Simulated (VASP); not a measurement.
# Li4TaO (P6/mmm) in VASP: a series of runs

Runs on Li4TaO. Level: PBE. Tasks: relaxation of cell and atoms, single point.

All numbers are computed with VASP 6.6.1; they aren't measurements. Logs are shortened: lines on timing, memory, paths and dates and some standing lists are left out, and cuts for length are marked.

## 1. The cell of the first run

Symmetry: P6/mmm, No. 191, hexagonal system. Conventional cell: a = 3.139 Å, b = 3.139 Å, c = 6.971 Å, α = 90.00°, β = 90.00°, γ = 120.00°. Li (site symmetry 3m) has 3 Li at 1.81 Å within 2.4 Å. Ta (site symmetry 6/mmm) has 12 Li at 2.44 Å and 6 Ta at 3.14 Å within 3.2 Å. Within 3.4 Å of O (site symmetry 6/mmm) lie 12 Li at 2.59 Å and 6 O at 3.14 Å.

## 2. Relaxation of cell and atoms, PBE

INCAR reads:

```
ALGO = Normal
EDIFF = 1E-6
EDIFFG = -0.04
ENCUT = 600
GGA = PE
IBRION = 2
ISIF = 3
ISMEAR = 0
LASPH = True
LCHARG = False
LREAL = False
LWAVE = False
NELM = 60
NSW = 90
PREC = Accurate
SIGMA = 0.1
```

KPOINTS reads:

```
k-points
0
Gamma
  6 6 4
```

POSCAR reads:

```
Li4TaO
1.0
    3.1393860100      0.0000000000      0.0000000000
   -1.5696930000      2.7187880300      0.0000000000
    0.0000000000      0.0000000000      6.9707714100
Li Ta O
4 1 1
Direct
    0.6666666700      0.3333333300      0.2336920100
    0.3333333300      0.6666666700      0.7663079900
    0.3333333300      0.6666666700      0.2336920100
    0.6666666700      0.3333333300      0.7663079900
    0.0000000000      0.0000000000      0.0000000000
    0.0000000000      0.0000000000      0.5000000000
```

Potentials or basis: VASP PAW PBE potentials, release 64 (Li_sv, Ta_pv, O).

On the command line:

```console
> cat potpaw_PBE.64/Li_sv/POTCAR potpaw_PBE.64/Ta_pv/POTCAR potpaw_PBE.64/O/POTCAR > POTCAR
> mpirun -np 1 vasp_std > vasp.out
```

OUTCAR:

```text
EDIFF = 1E-6
   EDIFFG = -0.04
   ENCUT = 600
   GGA = PE
   IBRION = 2
   ISIF = 3
   ISMEAR = 0
   LASPH = True
   LREAL = False
   NELM = 60
   NSW = 90
   PREC = Accurate

 ion  position               nearest neighbor table
   1  0.667  0.333  0.234-   3 1.81   3 1.81   3 1.81   5 2.44   5 2.44   5 2.44
   2  0.333  0.667  0.766-   4 1.81   4 1.81   4 1.81   5 2.44   5 2.44   5 2.44
   3  0.333  0.667  0.234-   1 1.81   1 1.81   1 1.81   5 2.44   5 2.44   5 2.44
   4  0.667  0.333  0.766-   2 1.81   2 1.81   2 1.81   5 2.44   5 2.44   5 2.44
   5  0.000  0.000  0.000-   1 2.44   2 2.44   3 2.44   4 2.44   2 2.44   3 2.44   1 2.44   4 2.44
                             1 2.44   4 2.44   2 2.44   3 2.44
   6  0.000  0.000  0.500-

  LATTYP: Found a hexagonal cell.
 ALAT       =     3.1393860100
 C/A-ratio  =     2.2204250729

  Lattice vectors:

 A1 = (   3.1393860100,   0.0000000000,   0.0000000000)
 A2 = (  -1.5696930000,   2.7187880300,   0.0000000000)
 A3 = (   0.0000000000,   0.0000000000,   6.9707714100)

Analysis of symmetry for initial positions (statically):
=====================================================================
 Subroutine PRICEL returns:
 Original cell was already a primitive cell.

 Routine SETGRP: Setting up the symmetry group for a
 hexagonal supercell.

 Subroutine GETGRP returns: Found 24 space group operations
 (whereof 24 operations were pure point group operations)
 out of a pool of 24 trial point group operations.

The static configuration has the point symmetry D_6h.

Analysis of symmetry for dynamics (positions and initial velocities):
=====================================================================
 Subroutine PRICEL returns:
 Original cell was already a primitive cell.

 Routine SETGRP: Setting up the symmetry group for a
 hexagonal supercell.

 Subroutine GETGRP returns: Found 24 space group operations
 (whereof 24 operations were pure point group operations)
 out of a pool of 24 trial point group operations.

The dynamic configuration has the point symmetry D_6h.

 Subroutine INISYM returns: Found 24 space group operations
 (whereof 24 operations are pure point group operations),
 and found     1 'primitive' translations

----------------------------------------------------------------------------------------

                                     Primitive cell

  volume of cell :      59.4978

  direct lattice vectors                    reciprocal lattice vectors
     3.139386010  0.000000000  0.000000000     0.318533623  0.183905473  0.000000000
    -1.569693000  2.718788030  0.000000000     0.000000000  0.367810947  0.000000000
     0.000000000  0.000000000  6.970771410     0.000000000  0.000000000  0.143456146

  length of vectors
[... 108 lines left out ...]
  Fermi-wavevector in a.u.,A,eV,Ry     =   1.288370  2.434666 22.584265  1.659897
  Thomas-Fermi vector in A             =   2.420328
   LORBIT       =      0    0 simple, 1 ext, 2 COOP (PROOUT), +10 PAW based schemes
   GGA     = PE    functional components
   LHFCALC =     F    Hartree Fock is set to
   AEXX    =    0.0000 exact exchange contribution
   IVDW    =     0    specifies the selected vdW correction
   LEPSILON=     F    determine dielectric tensor
   LRPA    =     F    only Hartree local field effects (RPA)
 conjugate gradient relaxation of ions
 non-spin polarized calculation
 Gauss-broadening in eV      SIGMA  =   0.10
  energy-cutoff  :      600.00
  volume of cell :       59.50
 maximum number of plane-waves:      2019
 NGX is ok and might be reduce to    28
   NGX = 13   NGY = 13   NGZ = 27

--------------------------------------- Ionic step        1  -------------------------------------------

 number of electron      29.0000006 magnetization

 Free energy of the ion-electron system (eV)
  ---------------------------------------------------
  ext. energy  EPLUGINS =         0.00000000
  ---------------------------------------------------
  free energy    TOTEN  =       -17.30507287 eV

  energy without entropy =      -17.27609619  energy(sigma->0) =      -17.29058453

------------------------ aborting loop because EDIFF is reached ----------------------------------------

  FORCE on cell =-STRESS in cart. coord.  units (eV):
  Direction    XX          YY          ZZ          XY          YZ          ZX
  --------------------------------------------------------------------------------------
  -------------------------------------------------------------------------------------
  Total       16.3077757     16.3077756      6.2967449      0.0000000     -0.0000000     -0.0000000
  in kB      439.1414212    439.1414190    169.5609229      0.0000008     -0.0000000     -0.0000000
  external PRESSURE =     349.2812543 kB  Pullay stress =       0.0000000 kB
[... 101 lines left out ...]
  FREE ENERGIE OF THE ION-ELECTRON SYSTEM (eV)
  ---------------------------------------------------
  free  energy   TOTEN  =       -22.3907445748 eV

  energy  without entropy=      -22.3624334053  energy(sigma->0) =      -22.37658899

 E-fermi :   2.7648     XC(G=0):  -9.4255

 val. band max:        2.7544733522   @ k =   0.3333   0.1667   0.0000
 cond. band min:       2.8001150175   @ k =   0.3333   0.0000   0.2500
 fundamental gap:      0.0456416653
 Fermi energy:         2.7648110179

 k-point     1 :       0.0000    0.0000    0.0000
  band No.  band energies     occupation
      1     -44.0199      2.00000
      2     -44.0159      2.00000
      3     -43.6814      2.00000
      4     -43.6790      2.00000
      5     -32.0501      2.00000
      6     -31.8956      2.00000
[... 418 lines left out ...]
      5     -32.0379      2.00000
      6     -31.9607      2.00000
[... 10 lines left out ...]
     17       3.8394      0.00000
     18       5.3793      0.00000

[... ionic steps 4 to 12 ...]

--------------------------------------- Ionic step       13  -------------------------------------------

 number of electron      28.9999978 magnetization

------------------------ aborting loop because EDIFF is reached ----------------------------------------
[... 75 lines left out ...]
--------------------------------------- Ionic step       15  -------------------------------------------

 number of electron      29.0000003 magnetization

 Free energy of the ion-electron system (eV)
  ---------------------------------------------------
  ext. energy  EPLUGINS =         0.00000000
  ---------------------------------------------------
  free energy    TOTEN  =       -24.84759260 eV

  energy without entropy =      -24.83148722  energy(sigma->0) =      -24.83953991

 E-fermi :   4.9929     XC(G=0): -10.3532

 val. band max:        4.9726438434   @ k =   0.3333   0.3333   0.5000
 cond. band min:       5.0133519311   @ k =   0.1667   0.1667   0.5000
 fundamental gap:      0.0407080877
 Fermi energy:         4.9928850581

 k-point     1 :       0.0000    0.0000    0.0000
  band No.  band energies     occupation
      1     -43.7114      2.00000
      2     -43.6659      2.00000
      3     -42.8607      2.00000
      4     -42.8366      2.00000
      5     -29.5436      2.00000
      6     -29.2441      2.00000
[... 463 lines left out ...]
  FREE ENERGIE OF THE ION-ELECTRON SYSTEM (eV)
  ---------------------------------------------------
  free  energy   TOTEN  =       -24.8475926001 eV

  energy  without entropy=      -24.8314872155  energy(sigma->0) =      -24.83953991

 reached required accuracy - stopping structural energy minimisation
```

CONTCAR:

```text
Li4TaO
   1.00000000000000
     3.2087692531479659   -0.0000000002754949   -0.0000000000000000
    -1.6043846217020643    2.7788756818101725    0.0000000000000000
     0.0000000000000000    0.0000000000000000    7.3238358789792652
  Li              Ta              O
     4     1     1
Direct
     0.6666666699999979    0.3333333300000021    0.3337332606437994
     0.3333333300000021    0.6666666699999979    0.6662667393562005
     0.3333333300000021    0.6666666699999979    0.3337332606437994
     0.6666666699999979    0.3333333300000021    0.6662667393562005
     0.0000000000000000    0.0000000000000000    0.0000000000000000
     0.0000000000000000    0.0000000000000000    0.5000000000000000

  0.00000000E+00  0.00000000E+00  0.00000000E+00
  0.00000000E+00  0.00000000E+00  0.00000000E+00
  0.00000000E+00  0.00000000E+00  0.00000000E+00
  0.00000000E+00  0.00000000E+00  0.00000000E+00
  0.00000000E+00  0.00000000E+00  0.00000000E+00
  0.00000000E+00  0.00000000E+00  0.00000000E+00
```

Run time: 3.5 min. Hardware: 1 thread of Intel Xeon 6975P-C (Granite Rapids), shared host; peak memory 0.23 GiB.

Results:

| Property | Result |
| --- | --- |
| Free energy | -24.8476 eV |
| Relaxed volume | 10.88 Å³/atom |
| Relaxed cell | a = 3.209 Å, b = 3.209 Å, c = 7.324 Å, α = 90.00°, β = 90.00°, γ = 120.00° |
| Space group after relaxing (to 0.05 Å) | P6/mmm (No. 191) |
| Energy gained by relaxing | 1257.1 meV/atom |
| Ionic steps | 15 |
| Pressure after relaxing | 0.0 GPa |
| Largest force after relaxing | 0.007 eV/Å |

Forces in eV/Å, atoms in the order of the input:
```
Li   0.000  0.000 -0.007
Li   0.000  0.000  0.007
Li   0.000  0.000 -0.007
Li   0.000  0.000  0.007
Ta   0.000  0.000  0.000
O    0.000  0.000  0.000
```

The path:
```
step  energy change (eV)  largest force (eV/Å)  pressure (GPa)  volume (Å³)
   1              0.0000                4.4211           34.93        59.50
   2             -4.7867                2.0585           -1.84        79.98
   3             -5.0857                1.4584           -7.81        87.74
   4             -5.9161                1.2815           -6.34        81.27
   5             -6.4973                0.3864            5.29        63.59
   6             -6.6978                0.6142           -0.84        70.23
   7             -6.7218                0.4022            0.54        68.43
   8             -7.1843                0.0601            0.68        66.36
   9             -6.4982                1.7623           11.63        58.94
  10             -7.3845                0.5200            1.39        64.41
  11             -7.3931                0.6585            1.97        63.81
  12             -7.5056                0.0957           -0.34        65.39
  13             -7.5230                0.2337            0.19        64.99
  14             -7.5392                0.1057            0.05        65.17
  15             -7.5425                0.0073           -0.01        65.30
```

Final structure:
```cif
data_structure
_symmetry_space_group_name_H-M 'P 1'
_symmetry_Int_Tables_number 1
_cell_length_a 3.2088
_cell_length_b 3.2088
_cell_length_c 7.3238
_cell_angle_alpha 90.000
_cell_angle_beta 90.000
_cell_angle_gamma 120.000
_cell_volume 65.30
loop_
_atom_site_label
_atom_site_type_symbol
_atom_site_fract_x
_atom_site_fract_y
_atom_site_fract_z
_atom_site_occupancy
Li1 Li 0.66667 0.33333 0.33373 1
Li2 Li 0.33333 0.66667 0.66627 1
Li3 Li 0.33333 0.66667 0.33373 1
Li4 Li 0.66667 0.33333 0.66627 1
Ta1 Ta 0.00000 0.00000 0.00000 1
O1 O 0.00000 0.00000 0.50000 1
```

Caveat: the k points lie up to 0.38 Å⁻¹ apart in the final cell; the cutoff is under 1.25 times the usual one of these potentials, so pressure, stress and relaxed cells hold a basis-set (Pulay) error; spin-orbit coupling is left out, which moves the levels of the heavy elements; an odd number of electrons without spin polarisation forces a metal; a magnetic or distorted state may lie lower.

## 3. Single point, PBE, collinear spin, ferromagnetic start

INCAR reads:

```
SYSTEM = Li4TaO
PREC     = Accurate       ! precision mode
ENCUT    = 520            ! plane-wave cutoff, eV
EDIFF    = 1E-7           ! SCF threshold, eV
ISMEAR   = 0              ! smearing method
SIGMA    = 0.1            ! smearing width, eV
LREAL    = .FALSE.        ! projectors in reciprocal space
LASPH    = .TRUE.         ! aspherical terms in the spheres
NELM     = 150            ! most SCF steps
ALGO     = Normal         ! electronic algorithm
ISIF     = 2              ! what is computed and relaxed
LWAVE    = .FALSE.        ! write WAVECAR
LCHARG   = .FALSE.        ! write CHGCAR
ISPIN    = 2              ! spin polarisation
MAGMOM   = 0 0 0 0 1 0    ! initial moments
LORBIT   = 11             ! projections on sites
LMAXMIX  = 4              ! l up to which the mixer works
GGA      = PE             ! functional
NBANDS   = 28             ! bands
```

KPOINTS reads:

```
Automatic mesh
0
G
  6 6 4
  0 0 0
```

POSCAR is that of step 2.

Potentials or basis: VASP PAW PBE potentials, release 64 (Li_sv, Ta_pv, O).

On the command line:

```console
> cat potpaw_PBE.64/Li_sv/POTCAR potpaw_PBE.64/Ta_pv/POTCAR potpaw_PBE.64/O/POTCAR > POTCAR
> mpirun -np 1 vasp_std > vasp.out
```

Run time: 55 s. Hardware: 1 thread of Intel Xeon 6975P-C (Granite Rapids), shared host; peak memory 0.23 GiB.

It converged, with:

```yaml
Free_energy: -17.2986 eV
Largest_force: 4.434 eV/Å
Net_moment: 0.33 μB per cell
Site_moments: Li +0.01; Ta +0.16; O -0.01 μB
Valence_electrons_inside_the_program's_atomic_spheres: Li 2.24; Ta 9.23; O 4.77
```

Forces in eV/Å, atoms in the order of the input:
```
Li   0.000  0.000  4.434
Li   0.000  0.000 -4.434
Li   0.000  0.000  4.434
Li   0.000  0.000 -4.434
Ta   0.000  0.000  0.000
O    0.000  0.000  0.000
```

Levels at points of the mesh, in eV from the Fermi level:
Spin up:
```
           k point  band 11  band 12  band 13  band 14  band 15  band 16  band 17  band 18
(0.00, 0.00, 0.00)    -0.88    -0.01    -0.01     0.47     0.47     1.63     2.36     2.36
(0.50, 0.00, 0.00)    -2.59    -1.85    -1.08    -0.57     0.31     0.57     2.64     4.90
(0.00, 0.00, 0.50)    -0.03    -0.03     0.45     0.48     0.48     0.64     2.41     2.41
(0.50, 0.00, 0.50)    -2.47    -1.78    -0.74     0.46     0.56     0.63     1.00     4.54
```
Spin down:
```csv
k point,band 10,band 11,band 12,band 13,band 14,band 15,band 16,band 17,band 18,band 19
"(0.00, 0.00, 0.00)",-3.20,-0.73,-0.02,-0.02,0.60,0.60,1.78,2.53,2.53,4.28
"(0.50, 0.00, 0.00)",-2.62,-2.60,-1.68,-0.94,-0.57,0.47,0.71,2.75,5.03,5.67
"(0.00, 0.00, 0.50)",-3.40,-0.04,-0.04,0.58,0.60,0.60,0.78,2.57,2.57,3.75
"(0.50, 0.00, 0.50)",-2.63,-2.40,-1.62,-0.72,0.55,0.70,0.76,1.13,4.66,5.67
```

Caveat: the k points lie up to 0.39 Å⁻¹ apart; the cutoff is under 1.25 times the usual one of these potentials, so pressure, stress and relaxed cells hold a basis-set (Pulay) error; spin-orbit coupling is left out, which moves the levels of the heavy elements; forces of over 1 eV/Å act on the atoms, so gaps and moduli don't describe the material at rest.

## 4. Single point, PBE

This run uses another cell than the first one, of 10.89 Å³/atom, 1.099 times its volume.

INCAR reads:

```
  ALGO = Normal
  EDIFF = 1E-6
  ENCUT = 520
  GGA = PE
  ISIF = 2
  ISMEAR = 0
  LASPH = True
  LCHARG = True
  LELF = True
  LREAL = False
  LVHAR = True
  LWAVE = False
  NBANDS = 24
  NELM = 100
  PREC = Accurate
  SIGMA = 0.1
```

KPOINTS reads:

```
k-points
0
Gamma
  12 12 6
```

POSCAR reads:

```
Li4TaO
1.0
    3.2100757536      0.0000000000      0.0000000000
   -1.6050378768      2.7800071507      0.0000000000
    0.0000000000      0.0000000000      7.3248929448
Li Ta O
4 1 1
Direct
    0.6666666667      0.3333333333      0.3333902513
    0.3333333333      0.6666666667      0.6666097487
    0.3333333333      0.6666666667      0.3333902513
    0.6666666667      0.3333333333      0.6666097487
    0.0000000000      0.0000000000      0.0000000000
    0.0000000000      0.0000000000      0.5000000000
```

On the command line:

```console
> cat potpaw_PBE.64/Li_sv/POTCAR potpaw_PBE.64/Ta_pv/POTCAR potpaw_PBE.64/O/POTCAR > POTCAR
> mpirun -np 1 vasp_std > vasp.out
```

It took 58 s on 1 thread of Intel Xeon 6975P-C (Granite Rapids), shared host; peak memory 0.25 GiB.

It converged, with:

* Free energy: -24.8278 eV

Forces in eV/Å, atoms in the order of the input:
```
Li   0.000  0.000  0.003
Li   0.000  0.000 -0.003
Li   0.000  0.000  0.003
Li   0.000  0.000 -0.003
Ta   0.000  0.000  0.000
O    0.000  0.000  0.000
```

Levels at points of the mesh, in eV from the Fermi level:
```
           k point  band 10  band 11  band 12  band 13  band 14  band 15  band 16  band 17  band 18  band 19
(0.00, 0.00, 0.00)    -6.01    -4.79    -4.79    -1.53    -1.36     0.94     0.94     1.16     2.78     2.78
(0.50, 0.00, 0.00)    -6.03    -5.58    -2.87    -1.94    -0.72    -0.08     1.54     1.97     3.56     4.69
(0.00, 0.00, 0.50)    -5.18    -4.79    -4.79    -2.28    -0.91     0.95     0.95     1.13     2.81     2.81
(0.50, 0.00, 0.50)    -6.14    -5.59    -2.57    -1.92    -0.11     0.08     0.34     1.70     4.27     4.46
```

Caveat: the cutoff is under 1.25 times the usual one of these potentials, so pressure, stress and relaxed cells hold a basis-set (Pulay) error; spin-orbit coupling is left out, which moves the levels of the heavy elements; an odd number of electrons without spin polarisation forces a metal; a magnetic or distorted state may lie lower.

(Part 1 of 2 ends here.)
